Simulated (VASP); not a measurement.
Crystal: K3W.

```
K W
1.0
     4.97445    0.00000    0.00000
     0.00000    4.97445    0.00000
     0.00000    0.00000    4.97445
K W
3 1
Direct
  0.00000 0.50000 0.50000
  0.50000 0.00000 0.50000
  0.50000 0.50000 0.00000
  0.00000 0.00000 0.00000
```

- Program: VASP 6.6.1
- Task: relaxation of cell and atoms
- Functional: PBE
- Potentials or basis: VASP PAW PBE potentials, release 64 (K_sv, W_sv)
- Cutoff: 600 eV
- k mesh: 4 × 4 × 4
- Occupations: gaussian, width 0.1 eV
- Spin: no spin polarisation

At the start: pressure 4.8 GPa; volume 30.77 Å³/atom.

Question: How do energy, volume and symmetry change on relaxing?

Answer: Over 4 steps the energy falls by 119.3 meV/atom and the volume is 40.52 Å³/atom (+31.7 %); space group Pm-3m (No. 221, to 0.1 Å) before and after.

The path:
```csv
step,energy change (eV),largest force (eV/Å),pressure (GPa),volume (Å³)
1,0.0000,0.0000,4.81,123.09
2,-0.3529,0.0000,2.02,140.30
3,-0.4718,0.0000,0.37,157.39
4,-0.4774,0.0000,0.03,162.09
```

Final structure:
```cif
data_structure
_symmetry_space_group_name_H-M 'P 1'
_symmetry_Int_Tables_number 1
_cell_length_a 5.4523
_cell_length_b 5.4523
_cell_length_c 5.4523
_cell_angle_alpha 90.000
_cell_angle_beta 90.000
_cell_angle_gamma 90.000
_cell_volume 162.09
loop_
_atom_site_label
_atom_site_type_symbol
_atom_site_fract_x
_atom_site_fract_y
_atom_site_fract_z
_atom_site_occupancy
K1 K 0.00000 0.50000 0.50000 1
K2 K 0.50000 0.00000 0.50000 1
K3 K 0.50000 0.50000 0.00000 1
W1 W 0.00000 0.00000 0.00000 1
```

Caveat: the volume moved by over 15 % at a fixed basis, so the end points are rough.
